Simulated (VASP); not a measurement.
# In (P6_3/mmc) in VASP: further runs, part 2 of 2

VASP 6.6.1.

## Step 4: Single point, LDA (volume scaled by 0.98)

File INCAR:

```
  ALGO = Fast
  EDIFF = 1E-6
  ENCUT = 520
  ISIF = 2
  ISMEAR = -1
  LASPH = T
  LCHARG = F
  LREAL = F
  LWAVE = F
  NBANDS = 20
  NELM = 80
  PREC = Accurate
  SIGMA = 0.05
```

File KPOINTS:

```
k-points
0
Gamma
  9 9 5
```

File POSCAR:

```
In
1.0
    3.3130983036      0.0000000000      0.0000000000
   -1.6565491518      2.8692272962      0.0000000000
    0.0000000000      0.0000000000      5.4721676924
In
2
Direct
    0.6666666667      0.3333333333      0.7500000000
    0.3333333333      0.6666666667      0.2500000000
```

Potentials or basis: VASP PAW LDA potentials, release 64 (In_d).

Started as:

```
$ cat potpaw_LDA.64/In_d/POTCAR > POTCAR
$ mpirun -np 1 vasp_std > vasp.out
```

OUTCAR:

```text
EDIFF = 1E-6
   ENCUT = 520
   ISIF = 2
   ISMEAR = -1
   LASPH = T
   LREAL = F
   NELM = 80
   PREC = Accurate

 ion  position               nearest neighbor table
   1  0.667  0.333  0.750-   2 3.34   2 3.34   2 3.34   2 3.34   2 3.34   2 3.34
   2  0.333  0.667  0.250-   1 3.34   1 3.34   1 3.34   1 3.34   1 3.34   1 3.34

  LATTYP: Found a hexagonal cell.
 ALAT       =     3.3130983036
 C/A-ratio  =     1.6516768266

  Lattice vectors:

 A1 = (   3.3130983036,   0.0000000000,   0.0000000000)
 A2 = (  -1.6565491518,   2.8692272962,   0.0000000000)
 A3 = (   0.0000000000,   0.0000000000,   5.4721676924)

Analysis of symmetry for initial positions (statically):
=====================================================================
 Subroutine PRICEL returns:
 Original cell was already a primitive cell.

 Routine SETGRP: Setting up the symmetry group for a
 hexagonal supercell.

 Subroutine GETGRP returns: Found 24 space group operations
 (whereof 12 operations were pure point group operations)
 out of a pool of 24 trial point group operations.

The static configuration has the point symmetry D_3d.
 The point group associated with its full space group is D_6h.

Analysis of symmetry for dynamics (positions and initial velocities):
=====================================================================
 Subroutine PRICEL returns:
 Original cell was already a primitive cell.

 Routine SETGRP: Setting up the symmetry group for a
 hexagonal supercell.

 Subroutine GETGRP returns: Found 24 space group operations
 (whereof 12 operations were pure point group operations)
 out of a pool of 24 trial point group operations.

[... 106 lines left out ...]
   NFREE  =      0    steps in history (QN), initial steepest desc. (CG)
   ISIF   =      2    stress and relaxation
   ISYM   =      2    0-nonsym 1-usesym 2-fastsym
   POTIM  = 0.5000    time-step for ionic-motion
   TEBEG  =    0.0;   TEEND  =   0.0 temperature during run
   PSTRESS=    0.0 pullay stress
   NELECT =      26.0000    total number of electrons
   NUPDOWN=      -1.0000    fix difference up-down
   EMIN   =  10.00;   EMAX   =-10.00  energy-range for DOS
   EFERMI =   0.00;   METHOD = LEGACY
   ISMEAR =    -1;   SIGMA  =   0.05  broadening in eV -4-tet -1-fermi 0-gaus
   EFERMI_NEDOS =   21; number of points for ismear=-14 and -15
   IALGO  =     68    algorithm
   IMIX   =      4    mixing-type and parameters
     AMIX     =   0.40;   BMIX     =  1.00
     AMIX_MAG =   1.60;   BMIX_MAG =  1.00
  volume/ion in A,a.u.               =      26.01       175.52
  Fermi-wavevector in a.u.,A,eV,Ry     =   1.299211  2.455153 22.965947  1.687949
  Thomas-Fermi vector in A             =   2.430490
   LORBIT       =      0    0 simple, 1 ext, 2 COOP (PROOUT), +10 PAW based schemes
   GGA     = CA    functional components
   LHFCALC =     F    Hartree Fock is set to
   AEXX    =    0.0000 exact exchange contribution
   IVDW    =     0    specifies the selected vdW correction
   LEPSILON=     F    determine dielectric tensor
   LRPA    =     F    only Hartree local field effects (RPA)
 non-spin polarized calculation
 RMM-DIIS sequential band-by-band and
  energy-cutoff  :      520.00
  volume of cell :       52.02
 maximum number of plane-waves:      1418
 NGX is ok and might be reduce to    28
   NGX = 13   NGY = 13   NGZ = 21

 number of electron      26.0000001 magnetization

 Free energy of the ion-electron system (eV)
  ---------------------------------------------------
  ext. energy  EPLUGINS =         0.00000000
  ---------------------------------------------------
  free energy    TOTEN  =        -6.38106420 eV

  energy without entropy =       -6.36730014  energy(sigma->0) =       -6.37418217

 E-fermi :   7.3299     XC(G=0): -10.5562

 val. band max:        7.3089170207   @ k =   0.3333   0.2222   0.2000
 cond. band min:       7.3964835459   @ k =   0.4444   0.0000   0.2000
 fundamental gap:      0.0875665252
 Fermi energy:         7.3298975069

 k-point     1 :       0.0000    0.0000    0.0000
  band No.  band energies     occupation
      1      -7.3420      2.00000
      2      -7.2791      2.00000
      3      -7.2506      2.00000
      4      -7.2506      2.00000
      5      -7.2219      2.00000
      6      -7.2219      2.00000
[... 541 lines left out ...]
     19      14.1392      0.00000
     20      21.8495      0.00000

 [... further k-points ...]
[... 5 lines left out ...]
  --------------------------------------------------------------------------------------
  -------------------------------------------------------------------------------------
  Total       -0.7226509     -0.7226509     -0.7901384      0.0000000      0.0000000      0.0000000
  in kB      -22.2577075    -22.2577075    -24.3363306      0.0000000      0.0000000      0.0000000
  external PRESSURE =     -22.9505819 kB  Pullay stress =       0.0000000 kB

 VOLUME and BASIS-vectors are now :
 -----------------------------------------------------------------------------
  energy-cutoff  :      520.00
  volume of cell :       52.02
      direct lattice vectors                 reciprocal lattice vectors
     3.313098304  0.000000000  0.000000000     0.301832276  0.174262946  0.000000000
    -1.656549152  2.869227296  0.000000000     0.000000000  0.348525891  0.000000000
     0.000000000  0.000000000  5.472167692     0.000000000  0.000000000  0.182742938

 POSITION                                       TOTAL-FORCE (eV/Angst)
 -----------------------------------------------------------------------------------
      1.65655      0.95641      4.10413         0.000000      0.000000      0.000000
     -0.00000      1.91282      1.36804        -0.000000      0.000000      0.000000
 -----------------------------------------------------------------------------------
    total drift:                               -0.000000      0.000000     -0.000000

  FREE ENERGIE OF THE ION-ELECTRON SYSTEM (eV)
  ---------------------------------------------------
  free  energy   TOTEN  =        -6.3810642050 eV

  energy  without entropy=       -6.3673001397  energy(sigma->0) =       -6.37418217
```

OSZICAR:

```text
N       E                     dE             d eps       ncg     rms          rms(c)
DAV:   1     0.213369589890E+03    0.21337E+03   -0.13341E+04  1456   0.184E+03
DAV:   2     0.100528851149E+02   -0.20332E+03   -0.19945E+03  1452   0.379E+02
DAV:   3    -0.595862727926E+01   -0.16012E+02   -0.15905E+02  1708   0.121E+02
DAV:   4    -0.642447788191E+01   -0.46585E+00   -0.46553E+00  1764   0.226E+01
DAV:   5    -0.645034216031E+01   -0.25864E-01   -0.25863E-01  2100   0.445E+00    0.351E+00
RMM:   6    -0.639464655881E+01    0.55696E-01   -0.84642E-02  1690   0.379E+00    0.181E+00
RMM:   7    -0.638164640077E+01    0.13000E-01   -0.33997E-02  1647   0.183E+00    0.307E-01
RMM:   8    -0.638089444354E+01    0.75196E-03   -0.56510E-03  2040   0.113E+00    0.143E-01
RMM:   9    -0.638103707155E+01   -0.14263E-03   -0.14658E-03  2107   0.331E-01    0.306E-01
RMM:  10    -0.638112624969E+01   -0.89178E-04   -0.42337E-04  1923   0.199E-01    0.142E-01
RMM:  11    -0.638108607772E+01    0.40172E-04   -0.16744E-04  1923   0.185E-01    0.103E-01
RMM:  12    -0.638109228997E+01   -0.62122E-05   -0.82945E-05  2076   0.725E-02    0.114E-01
RMM:  13    -0.638109307566E+01   -0.78569E-06   -0.17587E-05  1595   0.285E-02    0.123E-01
RMM:  14    -0.638109120635E+01    0.18693E-05   -0.20424E-06   940   0.156E-02    0.120E-01
RMM:  15    -0.638107429870E+01    0.16908E-04   -0.13501E-05  1925   0.485E-02    0.556E-02
RMM:  16    -0.638106407324E+01    0.10225E-04   -0.45002E-05  2062   0.896E-02    0.323E-02
RMM:  17    -0.638106420496E+01   -0.13172E-06   -0.11746E-06   871   0.929E-03
   1 F= -.63810642E+01 E0= -.63741822E+01  d E =-.137641E-01
```

stdout:

```text
POSCAR found type information on POSCAR In
 POSCAR found :  1 types and       2 ions
 scaLAPACK will be used
 LDA part: xc-table for (Slater(with rela. corr.)+CA(PZ))
 , standard interpolation
 POSCAR, INCAR and KPOINTS ok, starting setup
 FFT: planning ... GRIDC
 FFT: planning ... GRID_SOFT
 FFT: planning ... GRID
 WAVECAR not read
 entering main loop
WARNING in EDDRMM: call to ZHEGV failed, returncode =   8  4     19
```

It took 21 s on 1 thread of Intel Xeon 6975P-C (Granite Rapids), shared host; peak memory 0.16 GiB.

What came out:

```yaml
Free_energy: -6.3811 eV
Pressure: -2.3 GPa
Band_gap_on_the_k_mesh: zero (band 13 reaches 9.44 eV, above the bottom of band 14 at 5.39 eV)
```

Stress tensor (GPa, compression positive):
```
-2.23  0.00  0.00
 0.00 -2.23  0.00
 0.00  0.00 -2.43
```

Caveat: spin-orbit coupling is left out, which moves the levels of the heavy elements.

## Step 5: Overview

```tsv
cell	gap on the mesh (eV)	pressure (GPa)
a = 3.267, b = 3.267, c = 5.397 Å, angles 90.0, 90.0, 120.0°, 2 atoms	none	-0.5
a = 3.290, b = 3.290, c = 5.435 Å, angles 90.0, 90.0, 120.0°, 2 atoms	none	-1.4
a = 3.313, b = 3.313, c = 5.472 Å, angles 90.0, 90.0, 120.0°, 2 atoms	none	-2.3
```

Alike in all rows: task single point; level LDA; potentials or basis VASP PAW LDA potentials, release 64 (In_d); no spin polarisation; k mesh 9 × 9 × 5; cutoff (eV) 520; smearing fermi-dirac 0.05 eV.

Caveats: spin-orbit coupling is left out, which moves the levels of the heavy elements.

Total energies depend on the potentials used, so only differences within one code and one set of settings carry meaning.
